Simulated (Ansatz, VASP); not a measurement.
**Al2O3: VASP beside Ansatz**

```
CELL_PARAMETERS angstrom
4.22518 0.00000 0.00000
0.00000 8.80727 0.00000
0.00000 0.00000 2.85560
ATOMIC_POSITIONS crystal
Al 0.41388 0.33100 0.50000
Al 0.58612 0.66900 0.50000
Al 0.91388 0.16900 0.00000
Al 0.08612 0.83100 0.00000
O 0.73156 0.22269 0.50000
O 0.00000 0.00000 0.00000
O 0.76844 0.72269 0.00000
O 0.23156 0.27731 0.00000
O 0.26844 0.77731 0.50000
O 0.50000 0.50000 0.50000
```

Change from the starting cell: strain -0.080 along x and y, -0.040 along z, atoms carried along.

Alike in both runs: task single point; functional LDA; k mesh 6 × 4 × 8; occupations gaussian, width 0.05 eV; no spin polarisation.

|  | VASP | Ansatz |
| --- | --- | --- |
| version | VASP 6.6.1 | Ansatz 0.2.0 |
| potentials or method | VASP PAW LDA potentials, release 64 (Al, O), cutoff 520 eV | scalar-relativistic, plane waves, PAW |
| valence electrons in the cell | 48 | 48 |

|  | VASP | Ansatz | Ansatz less VASP |
| --- | --- | --- | --- |
| gap on the k mesh at the Fermi level (eV) | 4.67 | 4.69 | +0.016 |
| least direct gap on the mesh (eV) | 4.67 | 4.69 | +0.016 |
| pressure (GPa) | 52.8 | 50.0 | -2.77 |
| traceless stress, the component that is largest in VASP (GPa) | 24.50 | 23.12 | -1.383 |
| rms of the force components (eV/Å) | 1.252 | 1.181 | -0.0711 |

LDA's correlation is that of Perdew and Zunger in VASP and of Perdew and Wang (1992) in Ansatz. Atom by atom the forces differ by 0.071 eV/Å (rms over components). Both programs put the cell under a high pressure, so it lies far from rest at this level.
